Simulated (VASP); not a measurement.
Here is a VASP 6.6.1 calculation.

Contents of INCAR:

```
SYSTEM = Ir
ALGO = Normal
EDIFF = 1E-7
ENCUT = 520
GGA = PE
ISIF = 2
ISMEAR = 0
LASPH = .TRUE.
LCHARG = .TRUE.
LELF = .TRUE.
LREAL = .FALSE.
LVHAR = .TRUE.
LWAVE = .FALSE.
NBANDS = 16
NELM = 80
PREC = Accurate
SIGMA = 0.15
```

The input KPOINTS:

```
k-points
0
G
  18 18 10
  0 0 0
```

The input POSCAR:

```
Ir
1.0
    2.9402000000      0.0000000000      0.0000000000
   -1.4701000000      2.5462878922      0.0000000000
    0.0000000000      0.0000000000      4.6756000000
Ir
2
Direct
    0.6666666667      0.3333333333      0.7500000000
    0.3333333333      0.6666666667      0.2500000000
```

Potentials or basis: VASP PAW PBE potentials, release 64 (Ir).

Command:

```console
$ cat potpaw_PBE.64/Ir/POTCAR > POTCAR
$ mpirun -np 1 vasp_std > vasp.out
```

Q: Estimate the pressure.

A: -38.8 GPa.

Q: What does it give for the band gap on the k mesh?

A: Zero (bands 9 and 10 overlap by 2.36 eV).

Stress tensor (GPa, compression positive):
```
-39.31   0.00   0.00
  0.00 -39.31   0.00
  0.00   0.00 -37.79
```

Caveat: the cell stands under tension; spin-orbit coupling is left out, which moves the levels of the heavy elements.
